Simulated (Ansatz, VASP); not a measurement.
## Au in VASP and in Ansatz

```xyz
2
Lattice="2.8155 0.0000 0.0000 -0.0130 2.8202 0.0000 -1.1379 -1.1854 4.9240" Properties=species:S:1:pos:R:3 pbc="T T T"
Au    0.0907    0.0815    3.5746
Au    1.5740    1.5533    1.3495
```

Alike in both runs: task single point; functional LDA; k mesh 12 × 12 × 8; occupations gaussian, width 0.05 eV; no spin polarisation.

|  | VASP | Ansatz |
| --- | --- | --- |
| version | VASP 6.6.1 | Ansatz 0.2.0 |
| potentials or method | VASP PAW LDA potentials, release 64 (Au), cutoff 520 eV | scalar-relativistic, plane waves, PAW |
| valence electrons in the cell | 22 | 38 |

VASP gave:

```
gap on the k mesh at the Fermi level (eV)                     : none
pressure (GPa)                                                : -11.4
traceless stress, the component that is largest in VASP (GPa) : 1.05
rms of the force components (eV/Å)                            : 0.085
```

What did Ansatz give for the same quantities?

gap on the k mesh at the Fermi level (eV): none; pressure (GPa): -11.8; traceless stress, the component that is largest in VASP (GPa): 1.07; rms of the force components (eV/Å): 0.083.

LDA's correlation is that of Perdew and Zunger in VASP and of Perdew and Wang (1992) in Ansatz. Atom by atom the forces differ by 0.002 eV/Å (rms over components). A gap of «none» marks a metal or a gap that the smearing closes. VASP's potentials hold 22 valence electrons a cell and Ansatz's 38, so a difference there can come from the potentials and not from the codes.

Neither program's run includes spin-orbit coupling.
